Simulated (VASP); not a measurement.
SiC, 8 atoms in the cell. It takes space group P6_3mc (No. 186, hexagonal). Conventional cell: a = 3.125 Å, b = 3.125 Å, c = 10.229 Å, α = 90.00°, β = 90.00°, γ = 120.00°. Si (site symmetry 3m) has 4 C at 1.91 to 1.92 Å within 2.5 Å. Si (site symmetry 3m) has 4 C at 1.91 to 1.92 Å within 2.5 Å. Within 2.5 Å of C (site symmetry 3m) lie 4 Si at 1.91 to 1.92 Å. C (site symmetry 3m) has 4 Si at 1.91 to 1.92 Å within 2.5 Å. 

```yaml
Program: VASP 6.6.1
Task: single point
Functional: PBE
Potentials_or_basis: VASP PAW PBE potentials, release 64 (Si, C)
Cutoff: 520 eV
k_mesh: 9 × 9 × 2
Occupations: gaussian, width 0.01 eV
Spin: no spin polarisation
Dipole_correction: no
Further_INCAR_settings: ALGO = Normal; EDIFF = 1e-07; NBANDS = 26
```

Potentials or basis: VASP PAW PBE potentials, release 64 (Si, C).

The run is started by

```bash
$ cat potpaw_PBE.64/Si/POTCAR potpaw_PBE.64/C/POTCAR > POTCAR
$ mpirun -np 1 vasp_std > vasp.out
```

Hardware: 1 thread of Intel Xeon 8259CL (shared host).

**Question.** How long does it take, and how much memory?

**Answer.** Run time: 76 s on 1 thread of Intel Xeon 8259CL, with other jobs on the host, peak memory 0.21 GiB. Counts: scf iterations 15, k points 24.
